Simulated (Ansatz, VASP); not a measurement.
Given: the input of a run of Ansatz 0.2.0 on InSe.

File input.yaml:

```yaml
crystal:
  lattice:
    - [5.8649793859, -2.0682562983, 0.0]
    - [5.8649793859, 2.0682562983, 0.0]
    - [-1.7346454858, 0.0, 4.8029471088]
  atoms:
    - { symbol: In, position: [0.88820325, 0.88820325, 0.04684136] }
    - { symbol: In, position: [0.11179675, 0.11179675, 0.95315864] }
    - { symbol: Se, position: [0.66092759, 0.66092759, 0.66895562] }
    - { symbol: Se, position: [0.33907241, 0.33907241, 0.33104438] }
hamiltonian:
  xc: r2scan
  pseudopotentials: { kind: paw }
kpoints:
  mp_grid: { grid: [7, 7, 6] }
scf:
  occupations: { method: fermi_dirac, width: 0.05 }
output:
  forces: true
  stress: true
  eigenvalues: true
```

Potentials or basis: Ansatz PAW.

Run with:

```sh
$ ansatz run input.yaml --threads 2 --pin off --max-ram 5632MiB --backend cpu --events-out ev --progress --plain --runs-dir out
```

Problem. Set up the same calculation for VASP 6.6.1. Potentials there: VASP PAW PBE potentials, release 64 (In_d, Se).

Solution. As run (the cutoff follows the program's own potentials):

The input POSCAR:

```
InSe
1.0
    5.8649793859     -2.0682562983      0.0000000000
    5.8649793859      2.0682562983      0.0000000000
   -1.7346454858      0.0000000000      4.8029471088
In Se
2 2
Direct
    0.8882032500      0.8882032500      0.0468413600
    0.1117967500      0.1117967500      0.9531586400
    0.6609275900      0.6609275900      0.6689556200
    0.3390724100      0.3390724100      0.3310443800
```

INCAR.step1

```
SYSTEM = InSe
PREC     = Accurate       ! precision mode
ENCUT    = 520            ! plane-wave cutoff, eV
ISMEAR   = -1             ! smearing method
SIGMA    = 0.05           ! smearing width, eV
LREAL    = .False.        ! projectors in reciprocal space
LASPH    = .True.         ! aspherical terms in the spheres
NELM     = 100            ! most SCF steps
NBANDS   = 27             ! bands
GGA      = PE             ! functional
ALGO     = Normal         ! electronic algorithm
EDIFF    = 1E-4           ! SCF threshold, eV
LWAVE    = .True.         ! write WAVECAR
LCHARG   = .False.        ! write CHGCAR
```

Contents of INCAR.step2:

```
SYSTEM = InSe
PREC     = Accurate       ! precision mode
ENCUT    = 520            ! plane-wave cutoff, eV
EDIFF    = 1E-6           ! SCF threshold, eV
ISMEAR   = -1             ! smearing method
SIGMA    = 0.05           ! smearing width, eV
LREAL    = .False.        ! projectors in reciprocal space
LASPH    = .True.         ! aspherical terms in the spheres
NELM     = 100            ! most SCF steps
ALGO     = Normal         ! electronic algorithm
ISIF     = 2              ! what is computed and relaxed
LWAVE    = .False.        ! write WAVECAR
LCHARG   = .False.        ! write CHGCAR
METAGGA  = R2SCAN         ! meta-GGA
LMIXTAU  = .True.       
NBANDS   = 27             ! bands
ISTART   = 1
```

Contents of KPOINTS:

```
Automatic mesh
0
Gamma
  7 7 6
  0 0 0
```

Potentials or basis: VASP PAW PBE potentials, release 64 (In_d, Se).

Run with:

```console
$ cat potpaw_PBE.64/In_d/POTCAR potpaw_PBE.64/Se/POTCAR > POTCAR
$ cp INCAR.step1 INCAR
$ mpirun -np 1 vasp_std > vasp.out
$ cp INCAR.step2 INCAR
$ mpirun -np 1 vasp_std > vasp.out
```

Both were run:

|  | VASP | Ansatz | Ansatz less VASP |
| --- | --- | --- | --- |
| gap on the k mesh at the Fermi level (eV) | 1.46 | 1.47 | +0.003 |
| least direct gap on the mesh (eV) | 1.55 | 1.55 | +0.004 |
| pressure (GPa) | -1.1 | -1.1 | 0.00 |
| traceless stress, the component that is largest in VASP (GPa) | 0.23 | 0.23 | +0.008 |
| rms of the force components (eV/Å) | 0.070 | 0.077 | +0.0069 |

VASP's potentials were made for PBE, not for r2SCAN. Atom by atom the forces differ by 0.007 eV/Å (rms over components). The functional is the same, so the differences come from potentials, cutoffs and numerics. VASP's potentials hold 38 valence electrons a cell and Ansatz's 58, so a difference there can come from the potentials and not from the codes.

Noted on Ansatz's run: odd divisions of the mesh miss points on the zone boundary, where band edges often lie, so the gap on the mesh can be too wide.
